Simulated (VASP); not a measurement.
# Hg in VASP: settings compared, part 2 of 2

VASP 6.6.1. Earlier steps stand in the parts before.

## (4) Single point, PBE (28.09 Å³/atom)

This run uses another cell than the first one, of 28.09 Å³/atom.

INCAR

```
ALGO     = Fast           # electronic algorithm
EDIFF    = 1E-6           # SCF threshold, eV
ENCUT    = 520            # plane-wave cutoff, eV
GGA      = PE             # functional
ISIF     = 2              # what is computed and relaxed
ISMEAR   = -1             # smearing method
LASPH    = True           # aspherical terms in the spheres
LCHARG   = False          # write CHGCAR
LREAL    = False          # projectors in reciprocal space
LWAVE    = False          # write WAVECAR
NBANDS   = 12             # bands
NELM     = 100            # most SCF steps
PREC     = Accurate       # precision mode
SIGMA    = 0.05           # smearing width, eV
```

KPOINTS

```
k-points
0
Gamma
  10 10 10
```

POSCAR

```
Hg
1.0
   -1.9014331680      1.9014331680      1.9420693905
    1.9014331680     -1.9014331680      1.9420693905
    1.9014331680      1.9014331680     -1.9420693905
Hg
1
Direct
    0.5000000000      0.5000000000      0.0000000000
```

The run is started by

```bash
$ cat potpaw_PBE.64/Hg/POTCAR > POTCAR
$ mpirun -np 1 vasp_std > vasp.out
```

Run time: 47 s. Hardware: 1 thread of Intel Xeon 8259CL, shared host; peak memory 0.18 GiB.

Results (log left out):

```yaml
Free_energy: -0.1780 eV
Pressure: 0.9 GPa
Band_gap_on_the_k_mesh: zero (bands 6 and 7 overlap by 2.72 eV)
```

Levels at points of the mesh, in eV from the Fermi level:
```csv
k point,band 4,band 5,band 6,band 7,band 8,band 9
"(0.00, 0.00, 0.00)",-6.48,-5.90,-5.86,13.99,14.15,14.15
"(0.50, 0.00, 0.00)",-5.85,-5.42,-1.56,-0.63,8.74,9.78
"(0.50, 0.50, 0.00)",-5.84,-5.41,-1.44,-0.56,8.42,9.42
"(0.50, 0.50, 0.50)",-5.52,-5.52,2.09,3.58,4.01,4.01
```

Caveat: spin-orbit coupling is left out, which moves the levels of the heavy elements.

## (5) Single point, PBE (28.63 Å³/atom)

This run uses another cell than the first one, of 28.63 Å³/atom.

INCAR

```
SYSTEM = Hg
PREC = Accurate
ENCUT = 520
EDIFF = 1E-6
ISMEAR = -1
SIGMA = 0.05
LREAL = .FALSE.
LASPH = .TRUE.
NELM = 100
ALGO = Normal
ISIF = 2
LWAVE = .FALSE.
LCHARG = .TRUE.
GGA = PE
LELF = .TRUE.
LVHAR = .TRUE.
NBANDS = 12
```

KPOINTS

```
regular mesh
0
G
  10 10 10
  0 0 0
```

POSCAR

```
Hg
1.0
   -1.9135445338      1.9135445338      1.9544395928
    1.9135445338     -1.9135445338      1.9544395928
    1.9135445338      1.9135445338     -1.9544395928
Hg
1
Direct
    0.5000000000      0.5000000000      0.0000000000
```

The run is started by

```bash
$ cat potpaw_PBE.64/Hg/POTCAR > POTCAR
$ mpirun -np 1 vasp_std > vasp.out
```

Run time: 44 s. Hardware: 1 thread of Intel Xeon 8259CL, shared host; peak memory 0.18 GiB.

It converged, with:

```yaml
Free_energy: -0.1805 eV
Pressure: 0.5 GPa
Band_gap_on_the_k_mesh: zero (bands 6 and 7 overlap by 2.53 eV)
```

Levels at points of the mesh, in eV from the Fermi level:
| k point | band 4 | band 5 | band 6 | band 7 | band 8 | band 9 |
| --- | --- | --- | --- | --- | --- | --- |
| (0.00, 0.00, 0.00) | -6.41 | -5.85 | -5.81 | 13.80 | 13.96 | 13.96 |
| (0.50, 0.00, 0.00) | -5.80 | -5.39 | -1.57 | -0.54 | 8.66 | 9.74 |
| (0.50, 0.50, 0.00) | -5.79 | -5.38 | -1.45 | -0.46 | 8.36 | 9.38 |
| (0.50, 0.50, 0.50) | -5.49 | -5.49 | 2.00 | 3.60 | 4.02 | 4.02 |

Caveat: spin-orbit coupling is left out, which moves the levels of the heavy elements.

## (6) Relaxation of the atoms, revPBE+D4, non-collinear spin, zero start, spin-orbit coupling (the cell strained at random)

INCAR

```
SYSTEM = Hg
PREC     = Accurate       ! precision mode
ENCUT    = 520            ! plane-wave cutoff, eV
EDIFF    = 1E-7           ! SCF threshold, eV
ISMEAR   = 1              ! smearing method
SIGMA    = 0.1            ! smearing width, eV
LREAL    = .FALSE.        ! projectors in reciprocal space
LASPH    = .TRUE.         ! aspherical terms in the spheres
NELM     = 150            ! most SCF steps
ALGO     = Normal         ! electronic algorithm
ISIF     = 2              ! what is computed and relaxed
LWAVE    = .FALSE.        ! write WAVECAR
LCHARG   = .FALSE.        ! write CHGCAR
LNONCOLLINEAR= .TRUE.         ! non-collinear magnetism
MAGMOM   = 0 0 0          ! initial moments
LORBIT   = 11             ! projections on sites
LSORBIT  = .TRUE.         ! spin-orbit coupling
GGA_COMPAT= .FALSE.      
LORBMOM  = .TRUE.       
GGA      = RE             ! functional
IVDW     = 13             ! dispersion correction
IBRION   = 2              ! ionic algorithm
NSW      = 80             ! ionic steps
EDIFFG   = -0.01          ! ionic threshold
KPAR     = 4
```

KPOINTS

```
Automatic mesh
0
G
  7 7 7
  0 0 0
```

POSCAR

```
Hg
1.0
   -1.8941620000      1.8515640000      1.8945880000
    1.9015910000     -1.8419600000      1.8924590000
    1.9265440000      1.8743420000     -1.8851850000
Hg
1
Direct
    0.4888750000      0.4895150000     -0.0247150000
```

Potentials or basis: VASP PAW PBE potentials, release 64 (Hg).

The run is started by

```bash
$ cat potpaw_PBE.64/Hg/POTCAR > POTCAR
$ mpirun -np 4 vasp_ncl > vasp.out
```

It took 34 s on 4 MPI ranks of Intel Xeon Platinum 8259CL at 2.50GHz (Skylake/Cascade Lake), shared host; peak memory 0.3 GiB.

The run converged. Its results:

```
Free energy                                           : -0.6989 eV
Pressure after relaxing                               : -1.5 GPa
Net moment                                            : 0.00 μB per cell
Valence electrons inside the program's atomic spheres : Hg 10.43
Dispersion energy per atom                            : -0.648 eV
```

Stress tensor (GPa, compression positive):
```
-1.59  0.10 -0.02
 0.10 -1.48  0.03
-0.02  0.03 -1.50
```

Final structure:
```cif
data_structure
_symmetry_space_group_name_H-M 'P 1'
_symmetry_Int_Tables_number 1
_cell_length_a 3.2566
_cell_length_b 3.2543
_cell_length_c 3.2831
_cell_angle_alpha 108.311
_cell_angle_beta 110.535
_cell_angle_gamma 108.867
_cell_volume 27.01
loop_
_atom_site_label
_atom_site_type_symbol
_atom_site_fract_x
_atom_site_fract_y
_atom_site_fract_z
_atom_site_occupancy
Hg1 Hg 0.48888 0.48951 0.97528 1
```

Moments on the atoms (μB; x, y, z):
```
Hg  0.00 0.00 0.00
```

Caveat: the cell differs from its parent crystal (the cell strained at random); the PAW data sets were made with another functional, which shifts forces and pressure a little.

## (7) The runs side by side

```csv
task,level,spin,cell,k mesh,smearing,gap on the mesh (eV),pressure (GPa)
single point,PBE,off,"a = 3.207 Å, angles 110.0, 110.0, 108.3°, 1 atom",10 × 10 × 10,fermi-dirac 0.05 eV,none,3.0
single point,PBE,off,"a = 3.230 Å, angles 110.0, 110.0, 108.3°, 1 atom",10 × 10 × 10,fermi-dirac 0.05 eV,none,2.4
single point,PBE,off,"a = 3.317 Å, angles 110.0, 110.0, 108.3°, 1 atom",10 × 10 × 10,fermi-dirac 0.05 eV,none,0.9
single point,PBE,off,"a = 3.338 Å, angles 110.0, 110.0, 108.3°, 1 atom",10 × 10 × 10,fermi-dirac 0.05 eV,none,0.5
relaxation of the atoms,revPBE+D4,"non-collinear, zero start, SOC","atoms relaxed from a = 3.257, b = 3.254, c = 3.283 Å, angles 108.3, 110.5, 108.9°, 1 atom",7 × 7 × 7,methfessel-paxton 0.1 eV,-,-1.5
```

Alike in all rows: potentials or basis VASP PAW PBE potentials, release 64 (Hg); cutoff (eV) 520.

Caveats: spin-orbit coupling is left out, which moves the levels of the heavy elements (at least some runs); the cell stands under pressure (at least some runs); the PAW data sets were made with another functional, which shifts forces and pressure a little (at least some runs).

Total energies depend on the potentials used, so only differences within one code and one set of settings carry meaning.
